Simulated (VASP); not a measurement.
# Be (Pm-3n) in VASP: single point with PBEsol

Aim: the single point of Be with PBEsol.

All numbers are computed with VASP 6.6.1; they aren't measurements. Logs are shortened: lines on timing, memory, paths and dates and some standing lists are left out, and cuts for length are marked.

### Step 1. The cell of the first run

Symmetry: Pm-3n, No. 223, cubic system. Conventional cell: a = 4.000 Å, b = 4.000 Å, c = 4.000 Å, α = 90.00°, β = 90.00°, γ = 90.00°. Within 3.0 Å of Be (site symmetry m-3) lie 12 Be at 2.24 Å. Be (site symmetry -4m2) has 14 Be at 2.00 to 2.45 Å within 2.6 Å.

### Step 2. Single point, PBEsol

Input file INCAR:

```
PREC = Accurate ; ENCUT = 520
EDIFF = 1E-6 ; ISMEAR = -1
SIGMA = 0.1 ; LREAL = False
LASPH = True ; NELM = 80
ALGO = Normal ; ISIF = 2
LWAVE = False ; LCHARG = False
GGA = PS ; NBANDS = 18
```

Input file KPOINTS:

```
regular mesh
0
Gamma
  9 9 9
```

Input file POSCAR:

```
Be
1.0
    3.9998281873      0.0000000000      0.0000000000
    0.0000000000      3.9998281873      0.0000000000
    0.0000000000      0.0000000000      3.9998281873
Be
8
Direct
    1.0000000000      0.0000000000      1.0000000000
    0.5000000000      0.5000000000      0.5000000000
    0.2500000000      0.0000000000      0.5000000000
    0.7500000000      0.0000000000      0.5000000000
    0.5000000000      0.2500000000      0.0000000000
    0.5000000000      0.7500000000      1.0000000000
    1.0000000000      0.5000000000      0.2500000000
    0.0000000000      0.5000000000      0.7500000000
```

Potentials or basis: VASP PAW PBE potentials, release 64 (Be).

Command:

```console
$ cat potpaw_PBE.64/Be/POTCAR > POTCAR
$ mpirun -np 1 vasp_std > vasp.out
```

OUTCAR:

```text
PREC = Accurate
   ENCUT = 520
   EDIFF = 1E-6
   ISMEAR = -1
   LREAL = False
   LASPH = True
   NELM = 80
   ISIF = 2
   GGA = PS

 ion  position               nearest neighbor table
   1  0.000  0.000  0.000-   3 2.24   4 2.24   5 2.24   6 2.24   7 2.24   8 2.24   3 2.24   4 2.24
                             7 2.24   8 2.24   5 2.24   6 2.24
   2  0.500  0.500  0.500-   3 2.24   4 2.24   5 2.24   6 2.24   7 2.24   8 2.24   5 2.24   6 2.24
                             3 2.24   4 2.24   7 2.24   8 2.24
   3  0.250  0.000  0.500-   4 2.00   4 2.00   1 2.24   1 2.24   2 2.24   2 2.24
   4  0.750  0.000  0.500-   3 2.00   3 2.00   1 2.24   1 2.24   2 2.24   2 2.24
   5  0.500  0.250  0.000-   6 2.00   6 2.00   1 2.24   2 2.24   2 2.24   1 2.24
   6  0.500  0.750  0.000-   5 2.00   5 2.00   1 2.24   2 2.24   2 2.24   1 2.24
   7  0.000  0.500  0.250-   8 2.00   8 2.00   1 2.24   2 2.24   1 2.24   2 2.24
   8  0.000  0.500  0.750-   7 2.00   7 2.00   1 2.24   2 2.24   1 2.24   2 2.24

  LATTYP: Found a simple cubic cell.
 ALAT       =     3.9998281873

  Lattice vectors:

 A1 = (   3.9998281873,   0.0000000000,   0.0000000000)
 A2 = (   0.0000000000,   3.9998281873,   0.0000000000)
 A3 = (   0.0000000000,   0.0000000000,   3.9998281873)

Analysis of symmetry for initial positions (statically):
=====================================================================
 Subroutine PRICEL returns:
 Original cell was already a primitive cell.

 Routine SETGRP: Setting up the symmetry group for a
 simple cubic supercell.

 Subroutine GETGRP returns: Found 48 space group operations
 (whereof 24 operations were pure point group operations)
 out of a pool of 48 trial point group operations.

The static configuration has the point symmetry T_h .
 The point group associated with its full space group is O_h .

Analysis of symmetry for dynamics (positions and initial velocities):
=====================================================================
 Subroutine PRICEL returns:
 Original cell was already a primitive cell.

 Routine SETGRP: Setting up the symmetry group for a
 simple cubic supercell.

 Subroutine GETGRP returns: Found 48 space group operations
 (whereof 24 operations were pure point group operations)
 out of a pool of 48 trial point group operations.

The dynamic configuration has the point symmetry T_h .
 The point group associated with its full space group is O_h .

 Subroutine INISYM returns: Found 48 space group operations
 (whereof 24 operations are pure point group operations),
 and found     1 'primitive' translations

----------------------------------------------------------------------------------------

                                     Primitive cell

  volume of cell :      63.9918

  direct lattice vectors                    reciprocal lattice vectors
     3.999828187  0.000000000  0.000000000     0.250010739  0.000000000  0.000000000
     0.000000000  3.999828187  0.000000000     0.000000000  0.250010739  0.000000000
     0.000000000  0.000000000  3.999828187     0.000000000  0.000000000  0.250010739

  length of vectors
     3.999828187  3.999828187  3.999828187     0.250010739  0.250010739  0.250010739

  position of ions in fractional coordinates (direct lattice)
     0.000000000  0.000000000  0.000000000
     0.500000000  0.500000000  0.500000000
     0.250000000  0.000000000  0.500000000
     0.750000000  0.000000000  0.500000000
     0.500000000  0.250000000  0.000000000
     0.500000000  0.750000000  0.000000000
     0.000000000  0.500000000  0.250000000
     0.000000000  0.500000000  0.750000000

  ion indices of the primitive-cell ions
   primitive index   ion index
                 1           1
                 2           2
                 3           3
                 4           4
                 5           5
                 6           6
                 7           7
                 8           8

----------------------------------------------------------------------------------------

 KPOINTS: regular mesh

Automatic generation of k-mesh.
 Grid dimensions read from file:
 generate k-points for:    9    9    9

 Generating k-lattice:

  Cartesian coordinates                     Fractional coordinates (reciprocal lattice)
     0.027778971  0.000000000  0.000000000     0.111111111  0.000000000  0.000000000
     0.000000000  0.027778971  0.000000000     0.000000000  0.111111111  0.000000000
     0.000000000  0.000000000  0.027778971     0.000000000  0.000000000  0.111111111

  Length of vectors
     0.027778971  0.027778971  0.027778971

  Shift w.r.t. Gamma in fractional coordinates (k-lattice)
     0.000000000  0.000000000  0.000000000

 Subroutine IBZKPT returns following result:
 ===========================================

 Found     35 irreducible k-points:

 Following reciprocal coordinates:
            Coordinates               Weight
  0.000000  0.000000  0.000000      1.000000
  0.111111  0.000000  0.000000      6.000000
  0.222222  0.000000  0.000000      6.000000
  0.333333  0.000000  0.000000      6.000000
  0.444444  0.000000  0.000000      6.000000
  0.111111  0.111111  0.000000     12.000000
[... 16 lines left out ...]
  0.333333  0.333333  0.111111     24.000000
  0.444444  0.333333  0.111111     48.000000
 [... further k-points ...]
   k-points           NKPTS =     35   k-points in BZ     NKDIM =     35   number of bands    NBANDS=     18
   number of dos      NEDOS =    301   number of ions     NIONS =      8
   total plane-waves  NPLWV =  27000
   dimension x,y,z NGX =    30 NGY =   30 NGZ =   30
   dimension x,y,z NGXF=    60 NGYF=   60 NGZF=   60
   ions per type =               8
   NGX,Y,Z   is equivalent  to a cutoff of  12.47, 12.47, 12.47 a.u.
   NGXF,Y,Z  is equivalent  to a cutoff of  24.94, 24.94, 24.94 a.u.
 SYSTEM =  unknown system
   PREC   = accura    normal or accurate (medium, high low for compatibility)
   ISTART =      0    job   : 0-new  1-cont  2-samecut
   ICHARG =      2    charge: 1-file 2-atom 10-const
   ISPIN  =      1    spin polarized calculation?
   LNONCOLLINEAR =      F non collinear calculations
   LSORBIT =      F    spin-orbit coupling
   LASPH  =      T    aspherical Exc in radial PAW
   ENCUT  =  520.0 eV  38.22 Ry    6.18 a.u.   7.44  7.44  7.44*2*pi/ulx,y,z
   NELM   =     80;   NELMIN=  2; NELMDL= -5     # of ELM steps
   EDIFF  = 0.1E-05   stopping-criterion for ELM
   LREAL  =      F    real-space projection
   EDIFFG = 0.1E-04   stopping-criterion for IOM
   NSW    =      0    number of steps for IOM
   IBRION =     -1    ionic relax: 0-MD 1-quasi-New 2-CG
   NFREE  =      0    steps in history (QN), initial steepest desc. (CG)
   ISIF   =      2    stress and relaxation
   ISYM   =      2    0-nonsym 1-usesym 2-fastsym
   POTIM  = 0.5000    time-step for ionic-motion
   TEBEG  =    0.0;   TEEND  =   0.0 temperature during run
   PSTRESS=    0.0 pullay stress
   NELECT =      16.0000    total number of electrons
   NUPDOWN=      -1.0000    fix difference up-down
   EMIN   =  10.00;   EMAX   =-10.00  energy-range for DOS
   EFERMI =   0.00;   METHOD = LEGACY
   ISMEAR =    -1;   SIGMA  =   0.10  broadening in eV -4-tet -1-fermi 0-gaus
   EFERMI_NEDOS =   21; number of points for ismear=-14 and -15
   IALGO  =     38    algorithm
   IMIX   =      4    mixing-type and parameters
     AMIX     =   0.40;   BMIX     =  1.00
     AMIX_MAG =   1.60;   BMIX_MAG =  1.00
  volume/ion in A,a.u.               =       8.00        53.98
  Fermi-wavevector in a.u.,A,eV,Ry     =   1.031352  1.948972 14.472333  1.063686
  Thomas-Fermi vector in A             =   2.165496
   LORBIT       =      0    0 simple, 1 ext, 2 COOP (PROOUT), +10 PAW based schemes
   GGA     = PS    functional components
   LHFCALC =     F    Hartree Fock is set to
   AEXX    =    0.0000 exact exchange contribution
   IVDW    =     0    specifies the selected vdW correction
   LEPSILON=     F    determine dielectric tensor
   LRPA    =     F    only Hartree local field effects (RPA)
 non-spin polarized calculation
  energy-cutoff  :      520.00
  volume of cell :       63.99
 maximum number of plane-waves:      1747
 NGX is ok and might be reduce to    30
   NGX = 15   NGY = 15   NGZ = 15

 number of electron      16.0000000 magnetization

 Free energy of the ion-electron system (eV)
  ---------------------------------------------------
  ext. energy  EPLUGINS =         0.00000000
  ---------------------------------------------------
  free energy    TOTEN  =       -31.15419404 eV

  energy without entropy =      -31.11612948  energy(sigma->0) =      -31.13516176

 E-fermi :   6.7145     XC(G=0): -10.5676

 val. band max:        6.6932159865   @ k =   0.3333   0.3333   0.0000
 cond. band min:       6.7453543849   @ k =   0.2222   0.0000   0.0000
 fundamental gap:      0.0521383985
 Fermi energy:         6.7145252713

 k-point     1 :       0.0000    0.0000    0.0000
  band No.  band energies     occupation
      1      -4.3552      2.00000
      2       1.7309      2.00000
      3       1.7309      2.00000
      4       1.7309      2.00000
      5       3.0780      2.00000
      6       3.0780      2.00000
[... 10 lines left out ...]
     17      13.4276      0.00000
     18      13.4276      0.00000

 k-point     2 :       0.1111    0.0000    0.0000
  band No.  band energies     occupation
      1      -4.2701      2.00000
      2       0.9202      2.00000
      3       1.8222      2.00000
      4       1.8222      2.00000
      5       3.1151      2.00000
      6       3.3284      2.00000
[... 10 lines left out ...]
     17      13.6714      0.00000
     18      13.8869      0.00000
[... 442 lines left out ...]
 k-point    24 :       0.4444    0.3333    0.1111
  band No.  band energies     occupation
      1      -2.1330      2.00000
      2      -1.3680      2.00000
      3       0.1576      2.00000
      4       0.9197      2.00000
      5       2.9799      2.00000
      6       3.6110      2.00000
[... 10 lines left out ...]
     17      16.2638      0.00000
     18      16.6963      0.00000

 [... further k-points ...]

------------------------ aborting loop because EDIFF is reached ----------------------------------------

  FORCE on cell =-STRESS in cart. coord.  units (eV):
  Direction    XX          YY          ZZ          XY          YZ          ZX
  --------------------------------------------------------------------------------------
  -------------------------------------------------------------------------------------
  Total        0.0235889      0.0235889      0.0235889      0.0000000     -0.0000000      0.0000000
  in kB        0.5905999      0.5905999      0.5905999      0.0000000     -0.0000000      0.0000000
  external PRESSURE =       0.5905999 kB  Pullay stress =       0.0000000 kB

 VOLUME and BASIS-vectors are now :
 -----------------------------------------------------------------------------
  energy-cutoff  :      520.00
  volume of cell :       63.99
      direct lattice vectors                 reciprocal lattice vectors
     3.999828187  0.000000000  0.000000000     0.250010739  0.000000000  0.000000000
     0.000000000  3.999828187  0.000000000     0.000000000  0.250010739  0.000000000
     0.000000000  0.000000000  3.999828187     0.000000000  0.000000000  0.250010739

 POSITION                                       TOTAL-FORCE (eV/Angst)
 -----------------------------------------------------------------------------------
      0.00000      0.00000      0.00000         0.000000     -0.000000     -0.000000
      1.99991      1.99991      1.99991         0.000000     -0.000000     -0.000000
      0.99996      0.00000      1.99991         0.000000     -0.000000      0.000000
      2.99987      0.00000      1.99991        -0.000000      0.000000     -0.000000
      1.99991      0.99996      0.00000        -0.000000     -0.000000     -0.000000
      1.99991      2.99987      0.00000         0.000000      0.000000      0.000000
      0.00000      1.99991      0.99996         0.000000     -0.000000      0.000000
      0.00000      1.99991      2.99987         0.000000     -0.000000     -0.000000
 -----------------------------------------------------------------------------------
    total drift:                               -0.000000     -0.000000     -0.000000

  FREE ENERGIE OF THE ION-ELECTRON SYSTEM (eV)
  ---------------------------------------------------
  free  energy   TOTEN  =       -31.1541940400 eV

  energy  without entropy=      -31.1161294844  energy(sigma->0) =      -31.13516176
```

Run time: 32 s. Hardware: 1 thread of Intel Xeon Platinum 8259CL at 2.50GHz (Skylake/Cascade Lake), shared host; peak memory 0.17 GiB.

Results:

```yaml
Free_energy: -31.1542 eV
Pressure: 0.1 GPa
Band_gap_on_the_k_mesh: zero (bands 8 and 9 overlap by 2.42 eV)
```

Levels at points of the mesh, in eV from the Fermi level:
```
           k point  band 5  band 6  band 7  band 8  band 9  band 10  band 11  band 12
(0.00, 0.00, 0.00)   -3.64   -3.64   -3.18    2.00    2.00     2.00     3.58     3.58
```

Caveat: the PAW data sets were made with another functional, which shifts forces and pressure a little.

The gap in the log of VASP goes by the Fermi energy; the results here count the filled bands.